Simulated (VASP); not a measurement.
# MoS2 (P6_3/mmc) in VASP: a series of runs, part 2 of 2

VASP 6.6.1. Earlier steps stand in the parts before.

**4. Single point, PBEsol**

This run uses another cell than the first one, of 19.55 Å³/atom, 1.009 times its volume.

INCAR reads:

```
SYSTEM = MoS2
PREC = Accurate ; ENCUT = 520
EDIFF = 1E-6 ; ISMEAR = 1
SIGMA = 0.0674 ; LREAL = .FALSE.
LASPH = .TRUE. ; NELM = 60
ALGO = Normal ; ISIF = 2
LWAVE = .FALSE. ; LCHARG = .FALSE.
GGA = PS ; NBANDS = 35
```

KPOINTS reads:

```
Automatic mesh
0
G
  12 12 2
  0 0 0
```

POSCAR reads:

```
MoS2
1.0
    3.2987000000      0.0000000000      0.0000000000
   -1.6493500000      2.8567579994      0.0000000000
    0.0000000000      0.0000000000     12.4446000000
Mo S
2 4
Direct
    0.3333333333      0.6666666667      0.2500000000
    0.6666666667      0.3333333333      0.7500000000
    0.3333333333      0.6666666667      0.6259932117
    0.6666666667      0.3333333333      0.1259932117
    0.3333333333      0.6666666667      0.8740067883
    0.6666666667      0.3333333333      0.3740067883
```

Potentials or basis: VASP PAW PBE potentials, release 64 (Mo_sv, S).

The run is started by

```bash
cat potpaw_PBE.64/Mo_sv/POTCAR potpaw_PBE.64/S/POTCAR > POTCAR
mpirun -np 1 vasp_std > vasp.out
```

OUTCAR:

```text
SYSTEM = MoS2
   PREC = Accurate
   ENCUT = 520
   EDIFF = 1E-6
   ISMEAR = 1
   LREAL = .FALSE.
   LASPH = .TRUE.
   NELM = 60
   ISIF = 2
   GGA = PS

 ion  position               nearest neighbor table
   1  0.333  0.667  0.250-   4 2.45   6 2.45   4 2.45   6 2.45   4 2.45   6 2.45
   2  0.667  0.333  0.750-   3 2.45   5 2.45   3 2.45   5 2.45   3 2.45   5 2.45
   3  0.333  0.667  0.626-   2 2.45   2 2.45   2 2.45
   4  0.667  0.333  0.126-   1 2.45   1 2.45   1 2.45
   5  0.333  0.667  0.874-   2 2.45   2 2.45   2 2.45
   6  0.667  0.333  0.374-   1 2.45   1 2.45   1 2.45

  LATTYP: Found a hexagonal cell.
 ALAT       =     3.2987000000
 C/A-ratio  =     3.7725770758

  Lattice vectors:

 A1 = (   3.2987000000,   0.0000000000,   0.0000000000)
 A2 = (  -1.6493500000,   2.8567579994,   0.0000000000)
 A3 = (   0.0000000000,   0.0000000000,  12.4446000000)

Analysis of symmetry for initial positions (statically):
=====================================================================
 Subroutine PRICEL returns:
 Original cell was already a primitive cell.

 Routine SETGRP: Setting up the symmetry group for a
 hexagonal supercell.

 Subroutine GETGRP returns: Found 24 space group operations
 (whereof 12 operations were pure point group operations)
 out of a pool of 24 trial point group operations.

The static configuration has the point symmetry D_3d.
 The point group associated with its full space group is D_6h.

Analysis of symmetry for dynamics (positions and initial velocities):
=====================================================================
 Subroutine PRICEL returns:
 Original cell was already a primitive cell.

 Routine SETGRP: Setting up the symmetry group for a
 hexagonal supercell.

 Subroutine GETGRP returns: Found 24 space group operations
 (whereof 12 operations were pure point group operations)
 out of a pool of 24 trial point group operations.

[... 131 lines left out ...]
  Fermi-wavevector in a.u.,A,eV,Ry     =   1.248371  2.359078 21.203717  1.558429
  Thomas-Fermi vector in A             =   2.382460
   LORBIT       =      0    0 simple, 1 ext, 2 COOP (PROOUT), +10 PAW based schemes
   GGA     = PS    functional components
   LHFCALC =     F    Hartree Fock is set to
   AEXX    =    0.0000 exact exchange contribution
   IVDW    =     0    specifies the selected vdW correction
   LEPSILON=     F    determine dielectric tensor
   LRPA    =     F    only Hartree local field effects (RPA)
 non-spin polarized calculation
 Methfessel and Paxton  Order N= 1 SIGMA  =   0.07
  energy-cutoff  :      520.00
  volume of cell :      117.27
 maximum number of plane-waves:      3198
 NGX is ok and might be reduce to    28
   NGX = 13   NGY = 13   NGZ = 47

 number of electron      51.9999997 magnetization

 Free energy of the ion-electron system (eV)
  ---------------------------------------------------
  ext. energy  EPLUGINS =         0.00000000
  ---------------------------------------------------
  free energy    TOTEN  =       -46.44373836 eV

  energy without entropy =      -46.44375193  energy(sigma->0) =      -46.44374288

 E-fermi :   6.5310     XC(G=0): -10.5172

 val. band max:        6.4742407016   @ k =   0.0000   0.0000   0.0000
 cond. band min:       6.9525028705   @ k =   0.3333   0.3333   0.0000
 fundamental gap:      0.4782621688
 Fermi energy:         6.5309832269

 k-point     1 :       0.0000    0.0000    0.0000
  band No.  band energies     occupation
      1     -55.1951      2.00000
      2     -55.1951      2.00000
      3     -29.2964      2.00000
      4     -29.2963      2.00000
      5     -29.1994      2.00000
      6     -29.1994      2.00000
[... 901 lines left out ...]
     34       9.4822      0.00000
     35      12.8522      0.00000

 [... further k-points ...]

------------------------ aborting loop because EDIFF is reached ----------------------------------------

  FORCE on cell =-STRESS in cart. coord.  units (eV):
  Direction    XX          YY          ZZ          XY          YZ          ZX
  --------------------------------------------------------------------------------------
  -------------------------------------------------------------------------------------
  Total       -9.6300479     -9.6300479     -3.8251457      0.0000000      0.0000000     -0.0000000
  in kB     -131.5654373   -131.5654373    -52.2590310      0.0000000      0.0000000     -0.0000000
  external PRESSURE =    -105.1299685 kB  Pullay stress =       0.0000000 kB

 VOLUME and BASIS-vectors are now :
 -----------------------------------------------------------------------------
  energy-cutoff  :      520.00
  volume of cell :      117.27
      direct lattice vectors                 reciprocal lattice vectors
     3.298700000  0.000000000  0.000000000     0.303149726  0.175023576  0.000000000
    -1.649350000  2.856757999  0.000000000     0.000000000  0.350047151  0.000000000
     0.000000000  0.000000000 12.444600000     0.000000000  0.000000000  0.080356138

 POSITION                                       TOTAL-FORCE (eV/Angst)
 -----------------------------------------------------------------------------------
     -0.00000      1.90451      3.11115         0.000000      0.000000     -0.000000
      1.64935      0.95225      9.33345         0.000000     -0.000000     -0.000000
     -0.00000      1.90451      7.79024         0.000000      0.000000      0.608936
      1.64935      0.95225      1.56794        -0.000000      0.000000      0.608936
     -0.00000      1.90451     10.87666        -0.000000      0.000000     -0.608936
      1.64935      0.95225      4.65436        -0.000000      0.000000     -0.608936
 -----------------------------------------------------------------------------------
    total drift:                                0.000000     -0.000000      0.000000

  FREE ENERGIE OF THE ION-ELECTRON SYSTEM (eV)
  ---------------------------------------------------
  free  energy   TOTEN  =       -46.4437383563 eV

  energy  without entropy=      -46.4437519266  energy(sigma->0) =      -46.44374288
```

OSZICAR:

```text
N       E                     dE             d eps       ncg     rms          rms(c)
DAV:   1     0.425468153865E+03    0.42547E+03   -0.29015E+04  2948   0.139E+03
DAV:   2    -0.266658217527E+02   -0.45213E+03   -0.43744E+03  3210   0.355E+02
DAV:   3    -0.493513481160E+02   -0.22686E+02   -0.22257E+02  3247   0.721E+01
DAV:   4    -0.498150558088E+02   -0.46371E+00   -0.46239E+00  3182   0.103E+01
DAV:   5    -0.498239615580E+02   -0.89057E-02   -0.89041E-02  3175   0.146E+00    0.303E+01
DAV:   6    -0.474664258881E+02    0.23575E+01   -0.15302E+01  2884   0.241E+01    0.119E+01
DAV:   7    -0.468129572041E+02    0.65347E+00   -0.62628E+00  2875   0.156E+01    0.715E+00
DAV:   8    -0.464469188883E+02    0.36604E+00   -0.86962E-01  2907   0.599E+00    0.258E+00
DAV:   9    -0.464510643013E+02   -0.41454E-02   -0.10041E-01  3057   0.156E+00    0.107E+00
DAV:  10    -0.464441272071E+02    0.69371E-02   -0.31081E-02  2881   0.120E+00    0.438E-01
DAV:  11    -0.464440006023E+02    0.12660E-03   -0.17725E-03  2878   0.230E-01    0.258E-01
DAV:  12    -0.464437387492E+02    0.26185E-03   -0.61788E-04  2926   0.143E-01    0.944E-02
DAV:  13    -0.464437345762E+02    0.41729E-05   -0.15190E-04  3122   0.652E-02    0.167E-02
DAV:  14    -0.464437376097E+02   -0.30334E-05   -0.76073E-06  2625   0.136E-02    0.155E-02
DAV:  15    -0.464437383563E+02   -0.74662E-06   -0.90428E-07  2139   0.464E-03
   1 F= -.46443738E+02 E0= -.46443743E+02  d E =0.135703E-04
```

stdout:

```text
POSCAR found type information on POSCAR MoS
 POSCAR found :  2 types and       6 ions
 scaLAPACK will be used
 -----------------------------------------------------------------------------
|                                                                             |
|                                                                             |
|     You enforced a specific xc type in the INCAR file but a different       |
|     I HOPE YOU KNOW WHAT YOU ARE DOING!                                     |
|                                                                             |
 -----------------------------------------------------------------------------

 LDA part: xc-table for (Slater+PW92), standard interpolation
 POSCAR, INCAR and KPOINTS ok, starting setup
 FFT: planning ... GRIDC
 FFT: planning ... GRID_SOFT
 FFT: planning ... GRID
 WAVECAR not read
 entering main loop
```

Run time: 2.6 min. Hardware: 1 thread of Intel Xeon Platinum 8259CL at 2.50GHz (Skylake/Cascade Lake), shared host; peak memory 0.32 GiB.

What came out:

```
Free energy            : -46.4437 eV
Pressure               : -10.5 GPa
Largest force          : 0.609 eV/Å
Band gap on the k mesh : 0.48 eV, indirect (least direct gap 1.30 eV)
```

Forces in eV/Å, atoms in the order of the input:
```
Mo   0.000  0.000  0.000
Mo   0.000  0.000  0.000
S    0.000  0.000  0.609
S    0.000  0.000  0.609
S    0.000  0.000 -0.609
S    0.000  0.000 -0.609
```

Caveat: the PAW data sets were made with another functional, which shifts forces and pressure a little; this functional lacks dispersion, which binds the layers, so the pressure and a relaxed spacing across them are unreliable.

**5. Single point, PBEsol**

This run uses another cell than the first one, of 19.57 Å³/atom, 1.010 times its volume.

INCAR reads:

```
  ALGO = Normal
  EDIFF = 1E-6
  ENCUT = 520
  GGA = PS
  ISIF = 2
  ISMEAR = 1
  LASPH = T
  LCHARG = F
  LREAL = F
  LWAVE = F
  NBANDS = 35
  NELM = 100
  PREC = Accurate
  SIGMA = 0.148
```

KPOINTS reads:

```
k-points
0
Gamma
  12 12 2
```

Changes to POSCAR since step 4:

```diff
@@ -2,5 +2,5 @@
 1.0
-    3.2987000000      0.0000000000      0.0000000000
-   -1.6493500000      2.8567579994      0.0000000000
-    0.0000000000      0.0000000000     12.4446000000
+    3.2359000000      0.0000000000      0.0000000000
+   -1.6179500000      2.8023716041      0.0000000000
+    0.0000000000      0.0000000000     12.9474000000
 Mo S
```

The run is started by

```bash
cat potpaw_PBE.64/Mo_sv/POTCAR potpaw_PBE.64/S/POTCAR > POTCAR
mpirun -np 1 vasp_std > vasp.out
```

Run time: 1.8 min. Hardware: 1 thread of Intel Xeon Platinum 8259CL at 2.50GHz (Skylake/Cascade Lake), shared host; peak memory 0.28 GiB.

Results (log left out):

```yaml
Free_energy: -46.5328 eV
Pressure: -11.2 GPa
Largest_force: 1.310 eV/Å
Band_gap_on_the_k_mesh: 1.02 eV, indirect (least direct gap 1.55 eV)
```

Forces in eV/Å, atoms in the order of the input:
```
Mo   0.000  0.000  0.000
Mo   0.000  0.000  0.000
S    0.000  0.000  1.310
S    0.000  0.000  1.310
S    0.000  0.000 -1.310
S    0.000  0.000 -1.310
```

Stress tensor (GPa, compression positive):
```
-10.80   0.00   0.00
  0.00 -10.80   0.00
  0.00   0.00 -11.93
```

Levels at points of the mesh, in eV from the valence-band top:
| k point | band 23 | band 24 | band 25 | band 26 | band 27 | band 28 | band 29 | band 30 |
| --- | --- | --- | --- | --- | --- | --- | --- | --- |
| (0.00, 0.00, 0.00) | -1.81 | -1.23 | -0.86 | 0.00 | 2.13 | 2.13 | 2.15 | 2.15 |
| (0.50, 0.00, 0.00) | -1.45 | -1.32 | -1.13 | -1.05 | 1.64 | 1.66 | 2.01 | 2.20 |
| (0.00, 0.00, 0.50) | -1.83 | -1.83 | -0.23 | -0.23 | 2.14 | 2.14 | 2.14 | 2.14 |
| (0.50, 0.00, 0.50) | -1.39 | -1.39 | -1.08 | -1.08 | 1.65 | 1.65 | 2.11 | 2.11 |

Caveat: the PAW data sets were made with another functional, which shifts forces and pressure a little; this functional lacks dispersion, which binds the layers, so the pressure and a relaxed spacing across them are unreliable. A k mesh can miss the band edges.

**6. Single point, PBEsol**

This run uses another cell than the first one, of 19.56 Å³/atom, 1.010 times its volume.

INCAR reads:

```
SYSTEM = MoS2
PREC = Accurate
ENCUT = 520
EDIFF = 1E-6
ISMEAR = 1
SIGMA = 0.161
LREAL = .FALSE.
LASPH = .TRUE.
NELM = 60
ALGO = Normal
ISIF = 2
LWAVE = .FALSE.
LCHARG = .TRUE.
GGA = PS
LELF = .TRUE.
LVHAR = .TRUE.
NBANDS = 35
```

KPOINTS reads:

```
Automatic mesh
0
G
  12 12 2
  0 0 0
```

Changes to POSCAR since step 5:

```diff
@@ -2,5 +2,5 @@
 1.0
-    3.2359000000      0.0000000000      0.0000000000
-   -1.6179500000      2.8023716041      0.0000000000
-    0.0000000000      0.0000000000     12.9474000000
+    3.2045000000      0.0000000000      0.0000000000
+   -1.6022500000      2.7751784064      0.0000000000
+    0.0000000000      0.0000000000     13.1988000000
 Mo S
```

Potentials or basis: VASP PAW PBE potentials, release 64 (Mo_sv, S).

The run is started by

```bash
cat potpaw_PBE.64/Mo_sv/POTCAR potpaw_PBE.64/S/POTCAR > POTCAR
mpirun -np 1 vasp_std > vasp.out
```

Run time: 1.9 min. Hardware: 1 thread of Intel Xeon Platinum 8259CL at 2.50GHz (Skylake/Cascade Lake), shared host; peak memory 0.29 GiB.

The run converged. Its results:

| Item | Value |
| --- | --- |
| Free energy | -46.4868 eV |
| Pressure | -11.4 GPa |
| Largest force | 1.635 eV/Å |
| Band gap on the k mesh | 1.12 eV, indirect (least direct gap 1.68 eV) |

Forces in eV/Å, atoms in the order of the input:
```
Mo   0.000  0.000  0.000
Mo   0.000  0.000  0.000
S    0.000  0.000  1.635
S    0.000  0.000  1.635
S    0.000  0.000 -1.635
S    0.000  0.000 -1.635
```

Stress tensor (GPa, compression positive):
```
 -9.48   0.00   0.00
  0.00  -9.48   0.00
  0.00   0.00 -15.18
```

Levels at points of the mesh, in eV from the valence-band top:
| k point | band 22 | band 23 | band 24 | band 25 | band 26 | band 27 | band 28 | band 29 | band 30 | band 31 |
| --- | --- | --- | --- | --- | --- | --- | --- | --- | --- | --- |
| (0.00, 0.00, 0.00) | -1.47 | -1.47 | -1.27 | -0.84 | 0.00 | 2.38 | 2.38 | 2.40 | 2.40 | 2.44 |
| (0.50, 0.00, 0.00) | -2.20 | -1.12 | -1.01 | -0.95 | -0.91 | 1.95 | 1.97 | 2.25 | 2.47 | 3.01 |
| (0.00, 0.00, 0.50) | -1.49 | -1.49 | -1.49 | -0.24 | -0.24 | 2.38 | 2.38 | 2.38 | 2.38 | 2.49 |
| (0.50, 0.00, 0.50) | -2.28 | -1.07 | -1.07 | -0.93 | -0.93 | 1.96 | 1.96 | 2.37 | 2.37 | 3.31 |

Caveat: the PAW data sets were made with another functional, which shifts forces and pressure a little; this functional lacks dispersion, which binds the layers, so the pressure and a relaxed spacing across them are unreliable.

**7. Summary**

```tsv
cell	smearing	gap on the mesh (eV)	pressure (GPa)	largest force (eV/Å)
a = 3.267, b = 3.267, c = 12.570 Å, angles 90.0, 90.0, 120.0°, 6 atoms	methfessel-paxton 0.0991 eV	0.70	-9.8	0.72
a = 3.204, b = 3.204, c = 13.073 Å, angles 90.0, 90.0, 120.0°, 6 atoms	methfessel-paxton 0.157 eV	1.08	-10.3	1.40
a = 3.299, b = 3.299, c = 12.445 Å, angles 90.0, 90.0, 120.0°, 6 atoms	methfessel-paxton 0.0674 eV	0.48	-10.5	0.61
a = 3.236, b = 3.236, c = 12.947 Å, angles 90.0, 90.0, 120.0°, 6 atoms	methfessel-paxton 0.148 eV	1.02	-11.2	1.31
a = 3.204, b = 3.204, c = 13.199 Å, angles 90.0, 90.0, 120.0°, 6 atoms	methfessel-paxton 0.161 eV	1.12	-11.4	1.63
```

Alike in all rows: task single point; level PBEsol; potentials or basis VASP PAW PBE potentials, release 64 (Mo_sv, S); no spin polarisation; k mesh 12 × 12 × 2; cutoff (eV) 520.

Caveats: the PAW data sets were made with another functional, which shifts forces and pressure a little; this functional lacks dispersion, which binds the layers, so the pressure and a relaxed spacing across them are unreliable.

Total energies depend on the potentials used, so only differences within one code and one set of settings carry meaning.
